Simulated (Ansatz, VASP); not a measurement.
**HfO2: VASP beside Ansatz**

```
Hf O
1.0
     0.00000    2.53500    2.53500
     2.53500    0.00000    2.53500
     2.53500    2.53500    0.00000
Hf O
1 2
Direct
  0.00000 0.00000 0.00000
  0.25000 0.25000 0.25000
  0.75000 0.75000 0.75000
```

Alike in both runs: task single point; functional PBE; k mesh 6 × 6 × 6; occupations fermi-dirac, width 0.02 eV; no spin polarisation.

|  | VASP | Ansatz |
| --- | --- | --- |
| version | VASP 6.6.1 | Ansatz 0.2.0 development build |
| potentials or method | VASP PAW PBE potentials, release 64 (Hf_pv, O) | plane waves, PAW datasets (generated soft set 1) |
| plane-wave cutoff (eV) | 520 | 420 |
| valence electrons in the cell | 22 | 38 |

```csv
,VASP,Ansatz,Ansatz less VASP
gap on the k mesh at the Fermi level (eV),3.80,3.79,-0.014
```

With one functional, cell and mesh, what is left measures potentials, basis and numerics. VASP's potentials hold 22 valence electrons a cell and Ansatz's 38, so a difference there can come from the potentials and not from the codes.

Neither program's run includes spin-orbit coupling.
